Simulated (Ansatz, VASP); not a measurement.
CaSe: VASP beside Ansatz

Contents of INCAR:

```
SYSTEM = CaSe
PREC = Accurate
ENCUT = 400
EDIFF = 1E-8
ISMEAR = -1
SIGMA = 0.01
LREAL = .FALSE.
LASPH = .TRUE.
NELM = 120
ALGO = Normal
ISIF = 2
LWAVE = .FALSE.
LCHARG = .FALSE.
GGA = PE
LEFG = .TRUE.
NBANDS = 15
GGA_COMPAT = .FALSE.
```

Contents of KPOINTS:

```
Automatic mesh
0
G
  7 7 7
  0 0 0
```

POSCAR

```
CaSe
1.0
    0.0000000000      2.9560000000      2.9560000000
    2.9560000000      0.0000000000      2.9560000000
    2.9560000000      2.9560000000      0.0000000000
Ca Se
1 1
Direct
   -0.0050744249      0.0050744249      0.0050744249
    0.5000000000      0.5000000000      0.5000000000
```

Input for Ansatz:

```yaml
crystal:
  lattice:
    - [0.0, 2.956, 2.956]
    - [2.956, 0.0, 2.956]
    - [2.956, 2.956, 0.0]
  atoms:
    - { symbol: Ca, position: [-0.0050744249, 0.0050744249, 0.0050744249] }
    - { symbol: Se, position: [0.5, 0.5, 0.5] }
kpoints:
  mp_grid: { grid: [7, 7, 7] }
scf:
  occupations: { method: fermi_dirac, width: 0.01 }
hamiltonian:
  xc: pbe
  pseudopotentials: { kind: paw }
output:
  forces: true
  stress: true
  eigenvalues: true
  efg: { contact_densities: true }
```

Alike in both runs: task electric field gradients; functional PBE; k mesh 7 × 7 × 7; occupations fermi-dirac, width 0.01 eV; no spin polarisation.

|  | VASP | Ansatz |
| --- | --- | --- |
| version | VASP 6.6.1 | Ansatz 0.2.0 |
| potentials or method | VASP PAW PBE potentials, release 64 (Ca_sv, Se) | PAW with Ansatz's default frozen-core files, scalar-relativistic |
| plane-wave cutoff (eV) | 400 | 420 |
| valence electrons in the cell | 16 | 26 |

Ansatz gave:

```
gap on the k mesh at the Fermi level (eV)            : 2.09
pressure (GPa)                                       : 1.2
rms of the force components (eV/Å)                   : 0.054
size of Vzz on the site where it differs most (V/Å²) : 0.1
```

Estimate VASP's values.

gap on the k mesh at the Fermi level (eV): 2.08; pressure (GPa): 1.4; rms of the force components (eV/Å): 0.055; size of Vzz on the site where it differs most (V/Å²): 0.1.

Atom by atom the forces differ by 0.001 eV/Å (rms over components). With one functional, cell and mesh, what is left measures potentials, basis and numerics. VASP's potentials hold 16 valence electrons a cell and Ansatz's 26, so a difference there can come from the potentials and not from the codes.
